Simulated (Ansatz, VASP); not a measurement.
# HfHg: VASP beside Ansatz

File INCAR:

```
SYSTEM = HfHg
PREC = Accurate
ENCUT = 520
EDIFF = 1E-6
ISMEAR = 0
SIGMA = 0.05
LREAL = .FALSE.
LASPH = .TRUE.
NELM = 80
ALGO = Normal
ISIF = 2
LWAVE = .FALSE.
LCHARG = .FALSE.
GGA = PS
NBANDS = 18
```

The input KPOINTS:

```
Automatic mesh
0
G
  10 10 10
  0 0 0
```

File POSCAR:

```
HfHg
1.0
    3.4142410977      0.0000000000      0.0000000000
    0.0000000000      3.4142410977      0.0000000000
    0.0000000000      0.0000000000      3.4142410977
Hf Hg
1 1
Direct
    0.0000000000      0.0000000000      0.0000000000
    0.5000000000      0.5000000000      0.5000000000
```

Input for Ansatz:

```yaml
crystal:
  lattice:
    - [3.4142410977, 0.0, 0.0]
    - [0.0, 3.4142410977, 0.0]
    - [0.0, 0.0, 3.4142410977]
  atoms:
    - { symbol: Hf, position: [0.0, 0.0, 0.0] }
    - { symbol: Hg, position: [0.5, 0.5, 0.5] }
basis:
  ecutwfc: 420
  ecutrho_ratio: 4
kpoints:
  mp_grid: { grid: [10, 10, 10] }
hamiltonian:
  xc: pbesol
scf:
  occupations: { method: gaussian, width: 0.05 }
output:
  forces: true
  stress: true
  eigenvalues: true
```

Alike in both runs: task single point; functional PBEsol; k mesh 10 × 10 × 10; occupations gaussian, width 0.05 eV; no spin polarisation.

```csv
,VASP,Ansatz
version,VASP 6.6.1,Ansatz 0.2.0
potentials or method,"VASP PAW PBE potentials, release 64 (Hf_pv, Hg), cutoff 520 eV","scalar-relativistic, plane waves, PAW"
valence electrons in the cell,22,46
```

```csv
,VASP,Ansatz,Ansatz less VASP
gap on the k mesh at the Fermi level (eV),none,none,-
pressure (GPa),2.6,2.7,+0.12
```

VASP's potentials were made for PBE, not for PBEsol. A gap of «none» marks a metal or a gap that the smearing closes. The functional is the same, so the differences come from potentials, cutoffs and numerics. VASP's potentials hold 22 valence electrons a cell and Ansatz's 46, so a difference there can come from the potentials and not from the codes.

Spin-orbit coupling is off throughout.
